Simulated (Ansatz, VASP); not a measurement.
**One calculation of AlN, two programs**

```
Al N
1.0
     0.00000    2.18399    2.18399
     2.18399    0.00000    2.18399
     2.18399    2.18399    0.00000
Al N
1 1
Direct
  0.00000 0.00000 0.00000
  0.25000 0.25000 0.25000
```

Alike in both runs: task single point; functional PBE; k mesh 10 × 10 × 10; occupations gaussian, width 0.019 eV; no spin polarisation.

```csv
,VASP,Ansatz
version,VASP 6.6.1,Ansatz 0.2.0
potentials or method,"VASP PAW PBE potentials, release 64 (Al, N)",Ansatz PAW
plane-wave cutoff (eV),520,420
valence electrons in the cell,8,8
```

|  | VASP | Ansatz | Ansatz less VASP |
| --- | --- | --- | --- |
| gap on the k mesh at the Fermi level (eV) | 3.32 | 3.33 | +0.008 |
| least direct gap on the mesh (eV) | 4.20 | 4.19 | -0.010 |
| pressure (GPa) | 4.6 | 4.9 | +0.26 |
